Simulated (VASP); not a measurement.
# ZnS (I4/mcm) in VASP: single point with r2SCAN

Aim: the single point of ZnS with r2SCAN.

Program: VASP 6.6.1. These are calculated values, not measurements. Logs are shortened: lines on timing, memory, paths and dates and some standing lists are left out, and cuts for length are marked.

## 1. The cell of the first run

Symmetry: I4/mcm, No. 140, tetragonal system. Conventional cell: a = 6.482 Å, b = 6.482 Å, c = 6.001 Å, α = 90.00°, β = 90.00°, γ = 90.00°. Zn (site symmetry 422) has 8 S at 2.79 Å and 6 Zn at 3.00 to 3.24 Å within 3.7 Å. Zn (site symmetry -42m) has 8 S at 2.31 to 3.20 Å and 6 Zn at 3.00 to 3.24 Å within 3.3 Å. Within 3.6 Å of S (site symmetry m2m) lie 8 Zn at 2.31 to 3.20 Å and 7 S at 3.18 to 3.52 Å.

## 2. Single point, r2SCAN

Input file POSCAR:

```
ZnS
1.0
   -3.2411073921      3.2411073921      3.0005174995
    3.2411073921     -3.2411073921      3.0005174995
    3.2411073921      3.2411073921     -3.0005174995
Zn S
4 4
Direct
    0.2500000000      0.2500000000      0.0000000000
    0.7500000000      0.7500000000      0.0000000000
    0.7500000000      0.2500000000      0.5000000000
    0.2500000000      0.7500000000      0.5000000000
    0.6918582460      0.1918582460      0.8837164920
    0.1918582460      0.3081417540      0.5000000000
    0.3081417540      0.8081417540      0.1162835080
    0.8081417540      0.6918582460      0.5000000000
```

Input file INCAR.step1:

```
SYSTEM = ZnS
PREC = Accurate
ENCUT = 520
ISMEAR = 1
SIGMA = 0.0302
LREAL = .FALSE.
LASPH = .TRUE.
NELM = 60
NBANDS = 46
GGA = PE
ALGO = Normal
EDIFF = 1E-4
LWAVE = .TRUE.
LCHARG = .FALSE.
```

Input file INCAR.step2:

```
SYSTEM = ZnS
PREC = Accurate
ENCUT = 520
EDIFF = 1E-7
ISMEAR = 1
SIGMA = 0.0302
LREAL = .FALSE.
LASPH = .TRUE.
NELM = 60
ALGO = Normal
ISIF = 2
LWAVE = .FALSE.
LCHARG = .FALSE.
METAGGA = R2SCAN
LMIXTAU = .TRUE.
NBANDS = 46
ISTART = 1
```

Input file KPOINTS:

```
Automatic mesh
0
G
  6 6 6
  0 0 0
```

Potentials or basis: VASP PAW PBE potentials, release 64 (Zn, S).

Command:

```sh
$ cat potpaw_PBE.64/Zn/POTCAR potpaw_PBE.64/S/POTCAR > POTCAR
$ cp INCAR.step1 INCAR
$ mpirun -np 1 vasp_std > vasp.out
$ cp INCAR.step2 INCAR
$ mpirun -np 1 vasp_std > vasp.out
```

OUTCAR:

```text
SYSTEM = ZnS
   PREC = Accurate
   ENCUT = 520
   EDIFF = 1E-7
   ISMEAR = 1
   LREAL = .FALSE.
   LASPH = .TRUE.
   NELM = 60
   ISIF = 2
   METAGGA = R2SCAN
   ISTART = 1

 ion  position               nearest neighbor table
   1  0.250  0.250  0.000-   7 2.79   5 2.79   6 2.79   6 2.79   8 2.79   8 2.79   7 2.79   5 2.79
                             2 3.00   2 3.00
   2  0.750  0.750  0.000-   7 2.79   5 2.79   8 2.79   8 2.79   6 2.79   6 2.79   5 2.79   7 2.79
                             1 3.00   1 3.00
   3  0.750  0.250  0.500-   5 2.31   7 2.31   6 2.31   8 2.31   4 3.00   4 3.00
   4  0.250  0.750  0.500-   7 2.31   5 2.31   6 2.31   8 2.31   3 3.00   3 3.00
   5  0.692  0.192  0.884-   3 2.31   4 2.31   1 2.79   2 2.79   1 2.79   2 2.79
   6  0.192  0.308  0.500-   3 2.31   4 2.31   2 2.79   1 2.79   1 2.79   2 2.79
   7  0.308  0.808  0.116-   4 2.31   3 2.31   1 2.79   2 2.79   1 2.79   2 2.79
   8  0.808  0.692  0.500-   3 2.31   4 2.31   1 2.79   2 2.79   2 2.79   1 2.79

  LATTYP: Found a body centered tetragonal cell.
 ALAT       =     6.4822147842
 C/A-ratio  =     0.9257692315

  Lattice vectors:

 A1 = (  -3.2411073921,   3.2411073921,   3.0005174995)
 A2 = (   3.2411073921,  -3.2411073921,   3.0005174995)
 A3 = (   3.2411073921,   3.2411073921,  -3.0005174995)

Analysis of symmetry for initial positions (statically):
=====================================================================
 Subroutine PRICEL returns:
 Original cell was already a primitive cell.

 Routine SETGRP: Setting up the symmetry group for a
 body centered tetragonal supercell.

 Subroutine GETGRP returns: Found 16 space group operations
 (whereof  8 operations were pure point group operations)
 out of a pool of 16 trial point group operations.

The static configuration has the point symmetry C_4h.
 The point group associated with its full space group is D_4h.

Analysis of symmetry for dynamics (positions and initial velocities):
=====================================================================
 Subroutine PRICEL returns:
 Original cell was already a primitive cell.

 Routine SETGRP: Setting up the symmetry group for a
 body centered tetragonal supercell.

 Subroutine GETGRP returns: Found 16 space group operations
 (whereof  8 operations were pure point group operations)
 out of a pool of 16 trial point group operations.

The dynamic configuration has the point symmetry C_4h.
 The point group associated with its full space group is D_4h.

 Subroutine INISYM returns: Found 16 space group operations
 (whereof  8 operations are pure point group operations),
 and found     1 'primitive' translations

----------------------------------------------------------------------------------------

                                     Primitive cell

  volume of cell :     126.0791

  direct lattice vectors                    reciprocal lattice vectors
    -3.241107392  3.241107392  3.000517499     0.000000000  0.154268261  0.166637922
     3.241107392 -3.241107392  3.000517499     0.154268261  0.000000000  0.166637922
     3.241107392  3.241107392 -3.000517499     0.154268261  0.154268261  0.000000000

  length of vectors
     5.478381104  5.478381104  5.478381104     0.227083450  0.227083450  0.218168266

  position of ions in fractional coordinates (direct lattice)
     0.250000000  0.250000000  0.000000000
     0.750000000  0.750000000  0.000000000
     0.750000000  0.250000000  0.500000000
     0.250000000  0.750000000  0.500000000
     0.691858246  0.191858246  0.883716492
     0.191858246  0.308141754  0.500000000
     0.308141754  0.808141754  0.116283508
     0.808141754  0.691858246  0.500000000

  ion indices of the primitive-cell ions
   primitive index   ion index
                 1           1
                 2           2
                 3           3
                 4           4
                 5           5
                 6           6
                 7           7
                 8           8

----------------------------------------------------------------------------------------

 KPOINTS: Automatic mesh

Automatic generation of k-mesh.
 Grid dimensions read from file:
 generate k-points for:    6    6    6

 Generating k-lattice:

  Cartesian coordinates                     Fractional coordinates (reciprocal lattice)
     0.000000000  0.025711377  0.027772987     0.166666667  0.000000000 -0.000000000
     0.025711377  0.000000000  0.027772987     0.000000000  0.166666667 -0.000000000
     0.025711377  0.025711377  0.000000000     0.000000000  0.000000000  0.166666667

  Length of vectors
     0.037847242  0.037847242  0.036361378

  Shift w.r.t. Gamma in fractional coordinates (k-lattice)
     0.000000000  0.000000000  0.000000000

 Subroutine IBZKPT returns following result:
 ===========================================

 Found     30 irreducible k-points:

 Following reciprocal coordinates:
            Coordinates               Weight
  0.000000  0.000000  0.000000      1.000000
  0.166667  0.000000  0.000000      8.000000
  0.333333 -0.000000  0.000000      8.000000
  0.500000  0.000000 -0.000000      4.000000
  0.166667  0.166667  0.000000      8.000000
  0.333333  0.166667  0.000000     16.000000
[... 16 lines left out ...]
 -0.333333 -0.333333  0.166667      8.000000
 -0.166667 -0.333333  0.166667      8.000000
 [... further k-points ...]
   k-points           NKPTS =     30   k-points in BZ     NKDIM =     30   number of bands    NBANDS=     46
   number of dos      NEDOS =    301   number of ions     NIONS =      8
   total plane-waves  NPLWV =  74088
   dimension x,y,z NGX =    42 NGY =   42 NGZ =   42
   dimension x,y,z NGXF=    84 NGYF=   84 NGZF=   84
   ions per type =               4   4
   NGX,Y,Z   is equivalent  to a cutoff of  12.75, 12.75, 12.75 a.u.
   NGXF,Y,Z  is equivalent  to a cutoff of  25.49, 25.49, 25.49 a.u.
 SYSTEM =  ZnS
   PREC   = accura    normal or accurate (medium, high low for compatibility)
   ISTART =      1    job   : 0-new  1-cont  2-samecut
   ICHARG =      0    charge: 1-file 2-atom 10-const
   ISPIN  =      1    spin polarized calculation?
   LNONCOLLINEAR =      F non collinear calculations
   LSORBIT =      F    spin-orbit coupling
   LASPH  =      T    aspherical Exc in radial PAW
   ENCUT  =  520.0 eV  38.22 Ry    6.18 a.u.  10.19 10.19 10.19*2*pi/ulx,y,z
   NELM   =     60;   NELMIN=  2; NELMDL=  0     # of ELM steps
   EDIFF  = 0.1E-06   stopping-criterion for ELM
   LREAL  =      F    real-space projection
   EDIFFG = 0.1E-05   stopping-criterion for IOM
   NSW    =      0    number of steps for IOM
   IBRION =     -1    ionic relax: 0-MD 1-quasi-New 2-CG
   NFREE  =      0    steps in history (QN), initial steepest desc. (CG)
   ISIF   =      2    stress and relaxation
   ISYM   =      2    0-nonsym 1-usesym 2-fastsym
   POTIM  = 0.5000    time-step for ionic-motion
   TEBEG  =    0.0;   TEEND  =   0.0 temperature during run
   PSTRESS=    0.0 pullay stress
   NELECT =      72.0000    total number of electrons
   NUPDOWN=      -1.0000    fix difference up-down
   EMIN   =  10.00;   EMAX   =-10.00  energy-range for DOS
   EFERMI =   0.00;   METHOD = LEGACY
   ISMEAR =     1;   SIGMA  =   0.03  broadening in eV -4-tet -1-fermi 0-gaus
   EFERMI_NEDOS =   21; number of points for ismear=-14 and -15
   IALGO  =     38    algorithm
   IMIX   =      4    mixing-type and parameters
     AMIX     =   0.40;   BMIX     =  1.00
     AMIX_MAG =   1.60;   BMIX_MAG =  1.00
  volume/ion in A,a.u.               =      15.76       106.35
  Fermi-wavevector in a.u.,A,eV,Ry     =   1.358224  2.566671 25.099645  1.844772
  Thomas-Fermi vector in A             =   2.485075
   LORBIT       =      0    0 simple, 1 ext, 2 COOP (PROOUT), +10 PAW based schemes
   METAGGA = R2SCAN    functional components
   LHFCALC =     F    Hartree Fock is set to
   AEXX    =    0.0000 exact exchange contribution
   IVDW    =     0    specifies the selected vdW correction
   LEPSILON=     F    determine dielectric tensor
   LRPA    =     F    only Hartree local field effects (RPA)
 non-spin polarized calculation
 Methfessel and Paxton  Order N= 1 SIGMA  =   0.03
  energy-cutoff  :      520.00
  volume of cell :      126.08
 maximum number of plane-waves:      3420
 NGX is ok and might be reduce to    42
   NGX = 21   NGY = 21   NGZ = 21

 number of electron      72.0000045 magnetization

 Free energy of the ion-electron system (eV)
  ---------------------------------------------------
  ext. energy  EPLUGINS =         0.00000000
  ---------------------------------------------------
  free energy    TOTEN  =       -70.13950503 eV

  energy without entropy =      -70.13953458  energy(sigma->0) =      -70.13951488

 E-fermi :   4.2974     XC(G=0): -11.7511

 val. band max:        4.2785583065   @ k =   0.1667   0.0000   0.0000
 cond. band min:       4.3004354452   @ k =   0.0000   0.0000   0.0000
 fundamental gap:      0.0218771387
 Fermi energy:         4.2974427387

 k-point     1 :       0.0000    0.0000    0.0000
  band No.  band energies     occupation
      1     -10.5154      2.00000
      2      -8.3297      2.00000
      3      -8.0673      2.00000
      4      -8.0673      2.00000
      5      -3.1179      2.00000
      6      -2.9665      2.00000
[... 38 lines left out ...]
     45      13.0007      0.00000
     46      13.4448      0.00000

 k-point     2 :       0.1667    0.0000    0.0000
  band No.  band energies     occupation
      1     -10.3635      2.00000
      2      -8.3612      2.00000
      3      -8.1994      2.00000
      4      -8.1184      2.00000
      5      -3.0948      2.00000
      6      -2.9900      2.00000
[... 38 lines left out ...]
     45      12.5496      0.00000
     46      12.8320      0.00000

 k-point     3 :       0.3333   -0.0000    0.0000
  band No.  band energies     occupation
      1      -9.9332      2.00000
      2      -8.6769      2.00000
      3      -8.3494      2.00000
      4      -8.2308      2.00000
      5      -3.0608      2.00000
      6      -3.0580      2.00000
[... 38 lines left out ...]
     45      11.9538      0.00000
     46      12.2317      0.00000

 k-point     4 :       0.5000    0.0000   -0.0000
  band No.  band energies     occupation
      1      -9.3118      2.00000
      2      -9.3118      2.00000
      3      -8.3255      2.00000
      4      -8.3255      2.00000
      5      -3.0230      2.00000
      6      -3.0230      2.00000
[... 920 lines left out ...]
     45      10.9734      0.00000
     46      11.2427      0.00000

 k-point    23 :      -0.3333   -0.3333    0.1667
  band No.  band energies     occupation
      1      -9.2666      2.00000
      2      -8.9562      2.00000
      3      -8.8201      2.00000
      4      -8.1155      2.00000
      5      -3.2545      2.00000
      6      -3.1665      2.00000
[... 38 lines left out ...]
     45      11.1223      0.00000
     46      11.5007      0.00000

 k-point    24 :      -0.1667   -0.3333    0.1667
  band No.  band energies     occupation
      1      -9.7549      2.00000
      2      -8.6965      2.00000
      3      -8.5213      2.00000
      4      -8.1989      2.00000
      5      -3.2460      2.00000
      6      -3.0451      2.00000
[... 38 lines left out ...]
     45      11.2347      0.00000
     46      11.8305      0.00000

 [... further k-points ...]
[... 5 lines left out ...]
  --------------------------------------------------------------------------------------
  -------------------------------------------------------------------------------------
  Total        4.0431124      4.0431124      3.9685140      0.0000000      0.0000000      0.0000000
  in kB       51.3787344     51.3787344     50.4307581      0.0000000      0.0000000      0.0000000
  external PRESSURE =      51.0627423 kB  Pullay stress =       0.0000000 kB

 VOLUME and BASIS-vectors are now :
 -----------------------------------------------------------------------------
  energy-cutoff  :      520.00
  volume of cell :      126.08
      direct lattice vectors                 reciprocal lattice vectors
    -3.241107392  3.241107392  3.000517499     0.000000000  0.154268261  0.166637922
     3.241107392 -3.241107392  3.000517499     0.154268261  0.000000000  0.166637922
     3.241107392  3.241107392 -3.000517499     0.154268261  0.154268261  0.000000000

 POSITION                                       TOTAL-FORCE (eV/Angst)
 -----------------------------------------------------------------------------------
      0.00000      0.00000      1.50026        -0.000000      0.000000      0.000000
      0.00000      0.00000      4.50078        -0.000000      0.000000      0.000000
      0.00000      3.24111      1.50026        -0.000000      0.000000     -0.000000
      3.24111      0.00000      1.50026        -0.000000      0.000000     -0.000000
      1.24367      4.48477      0.00000         0.001417      0.001417     -0.000000
      1.99744      1.24367      0.00000        -0.001417      0.001417      0.000000
      1.99744     -1.24367      3.00052        -0.001417     -0.001417      0.000000
      1.24367      1.99744      3.00052         0.001417     -0.001417      0.000000
 -----------------------------------------------------------------------------------
    total drift:                               -0.000000      0.000000      0.000000

  FREE ENERGIE OF THE ION-ELECTRON SYSTEM (eV)
  ---------------------------------------------------
  free  energy   TOTEN  =       -70.1395050281 eV

  energy  without entropy=      -70.1395345780  energy(sigma->0) =      -70.13951488
```

Wall time 7.6 min (1 thread of Intel Xeon 6975P-C (Granite Rapids), shared host); peak memory 0.35 GiB.

What came out:

```yaml
Free_energy: -70.1395 eV
Pressure: 5.1 GPa
Band_gap_on_the_k_mesh: 0.02 eV (least direct gap 0.12 eV)
```

Forces on the atoms (eV/Å):
```
Zn   0.000  0.000  0.000
Zn   0.000  0.000  0.000
Zn   0.000  0.000  0.000
Zn   0.000  0.000  0.000
S    0.001  0.001  0.000
S   -0.001  0.001  0.000
S   -0.001 -0.001  0.000
S    0.001 -0.001  0.000
```

Levels at points of the mesh, in eV from the valence-band top:
```tsv
k point	band 34	band 35	band 36	band 37	band 38	band 39
(0.00, 0.00, 0.00)	-0.57	-0.57	-0.37	0.02	0.16	4.77
(0.50, 0.00, 0.00)	-1.23	-0.67	-0.67	2.10	2.10	4.31
(0.50, 0.50, 0.00)	-0.79	-0.70	-0.66	2.15	2.60	4.33
(0.50, 0.50, 0.50)	-0.18	-0.18	-0.11	2.61	3.58	4.21
```

Caveat: the cell stands under pressure; the PAW data sets were made with another functional, which shifts forces and pressure a little. A k mesh can miss the band edges.
